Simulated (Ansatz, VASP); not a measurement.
# SnTe: VASP beside Ansatz

The input INCAR:

```
SYSTEM = SnTe
PREC     = Accurate       ! precision mode
ENCUT    = 520            ! plane-wave cutoff, eV
EDIFF    = 1E-7           ! SCF threshold, eV
ISMEAR   = 0              ! smearing method
SIGMA    = 0.03           ! smearing width, eV
LREAL    = .FALSE.        ! projectors in reciprocal space
LASPH    = .TRUE.         ! aspherical terms in the spheres
NELM     = 80             ! most SCF steps
ALGO     = Normal         ! electronic algorithm
ISIF     = 2              ! what is computed and relaxed
LWAVE    = .FALSE.        ! write WAVECAR
LCHARG   = .TRUE.         ! write CHGCAR
GGA      = PS             ! functional
LELF     = .TRUE.         ! ELF
LVHAR    = .TRUE.       
NBANDS   = 17             ! bands
```

The input KPOINTS:

```
Automatic mesh
0
G
  10 10 10
  0 0 0
```

Contents of POSCAR:

```
SnTe
1.0
    0.0000000000      2.9703802252      3.5644562702
    2.9703802252      0.0000000000      3.5644562702
    2.9703802252      2.9703802252      0.0000000000
Sn Te
1 1
Direct
    0.0000000000      0.0000000000      0.0000000000
    0.5000000000      0.5000000000      0.5000000000
```

Input for Ansatz:

```yaml
crystal:
  lattice:
    - [0.0, 2.9703802252, 3.5644562702]
    - [2.9703802252, 0.0, 3.5644562702]
    - [2.9703802252, 2.9703802252, 0.0]
  atoms:
    - { symbol: Sn, position: [0.0, 0.0, 0.0] }
    - { symbol: Te, position: [0.5, 0.5, 0.5] }
basis:
  ecutwfc: 420
kpoints:
  mp_grid: { grid: [10, 10, 10] }
hamiltonian:
  xc: pbesol
scf:
  occupations: { method: gaussian, width: 0.03 }
output:
  forces: true
  stress: true
  eigenvalues: true
```

Alike in both runs: task single point; functional PBEsol; k mesh 10 × 10 × 10; occupations gaussian, width 0.03 eV; no spin polarisation.

```csv
,VASP,Ansatz
version,VASP 6.6.1,Ansatz 0.2.0
potentials or method,"VASP PAW PBE potentials, release 64 (Sn_d, Te), cutoff 520 eV","scalar-relativistic, plane waves, PAW"
valence electrons in the cell,20,30
```

|  | VASP | Ansatz | Ansatz less VASP |
| --- | --- | --- | --- |
| gap on the k mesh at the Fermi level (eV) | none | none | - |
| pressure (GPa) | 3.0 | 2.9 | -0.02 |
| traceless stress, the component that is largest in VASP (GPa) | -10.05 | -10.00 | +0.055 |

VASP's potentials were made for PBE, not for PBEsol. A gap of «none» marks a metal or a gap that the smearing closes. VASP's potentials hold 20 valence electrons a cell and Ansatz's 30, so a difference there can come from the potentials and not from the codes.

Spin-orbit coupling is off throughout.
